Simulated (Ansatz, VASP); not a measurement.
## Sn4CO5: VASP beside Ansatz

The input INCAR:

```
SYSTEM = Sn4CO5
ALGO = Normal ; DIPOL = 0.5 0.5 0.314
EDIFF = 1E-6 ; ENCUT = 520
GGA = PE ; IDIPOL = 3
ISIF = 2 ; ISMEAR = 0
IVDW = 12 ; LASPH = .TRUE.
LCHARG = .FALSE. ; LDIPOL = .TRUE.
LREAL = .FALSE. ; LWAVE = .FALSE.
NBANDS = 56 ; NELM = 100
PREC = Accurate ; SIGMA = 0.1
```

KPOINTS

```
k-points
0
G
  7 5 1
  0 0 0
```

POSCAR

```
Sn4CO5
1.0
    3.8363720907      0.0000000000      0.0000000000
    0.0000000000      6.1139356269      0.0000000000
    0.0000000000      0.0000000000     23.5716647277
O Sn C
5 4 1
Direct
    0.0000000000      0.3937311019      0.1696952696
    0.5000000000      0.5905966528      0.2330578881
    0.0000000000      0.7891442682      0.2961091540
    0.5000000000      0.9914786557      0.3572791665
    1.0000000000      0.9914786557      0.4887930004
    0.5000000000      0.2462583270      0.2005207373
    0.0000000000      0.7380694276      0.2022324204
    0.5000000000      0.6484830792      0.3298598435
    0.0000000000      0.1189669824      0.3265941608
    1.0000000000      0.9914786557      0.5375803904
```

Input for Ansatz:

```yaml
crystal:
  lattice:
    - [3.8363720907, 0.0, 0.0]
    - [0.0, 6.1139356269, 0.0]
    - [0.0, 0.0, 23.5716647277]
  atoms:
    - { symbol: O, position: [0.0, 0.3937311019, 0.1696952696] }
    - { symbol: Sn, position: [0.5, 0.246258327, 0.2005207373] }
    - { symbol: Sn, position: [0.0, 0.7380694276, 0.2022324204] }
    - { symbol: O, position: [0.5, 0.5905966528, 0.2330578881] }
    - { symbol: O, position: [0.0, 0.7891442682, 0.296109154] }
    - { symbol: Sn, position: [0.5, 0.6484830792, 0.3298598435] }
    - { symbol: Sn, position: [0.0, 0.1189669824, 0.3265941608] }
    - { symbol: O, position: [0.5, 0.9914786557, 0.3572791665] }
    - { symbol: O, position: [1.0, 0.9914786557, 0.4887930004] }
    - { symbol: C, position: [1.0, 0.9914786557, 0.5375803904] }
basis:
  ecutwfc: 420
kpoints:
  mp_grid: { grid: [7, 5, 1] }
hamiltonian:
  xc: pbe
  pseudopotentials: { kind: paw, azcp: { folder: soft_1 } }
  dispersion: d3bj
scf:
  occupations: { method: gaussian, width: 0.1 }
output:
  forces: true
  eigenvalues: true
  write_density: true
  write_potential: true
  elf: true
  volumetric_format: npy
efield:
  axis: 3
  dipole_correction: true
  ramp_width: 0.04
```

Alike in both runs: task single point; functional PBE; dispersion D3(BJ); k mesh 7 × 5 × 1; occupations gaussian, width 0.1 eV; no spin polarisation.

|  | VASP | Ansatz |
| --- | --- | --- |
| version | VASP 6.6.1 | Ansatz 0.2.0 |
| potentials or method | VASP PAW PBE potentials, release 64 (O, Sn_d, C), cutoff 520 eV | scalar-relativistic, plane waves, PAW |
| valence electrons in the cell | 90 | 90 |

|  | VASP | Ansatz | Ansatz less VASP |
| --- | --- | --- | --- |
| gap on the k mesh at the Fermi level (eV) | 0.91 | 0.92 | +0.013 |
| least direct gap on the mesh (eV) | 0.96 | 0.97 | +0.015 |
| rms of the force components (eV/Å) | 0.364 | 0.513 | +0.1492 |

Ansatz's warnings: xc potential rough in thin density.

Noted on VASP's run: the standard files for N, O and F lose accuracy on very short bonds.
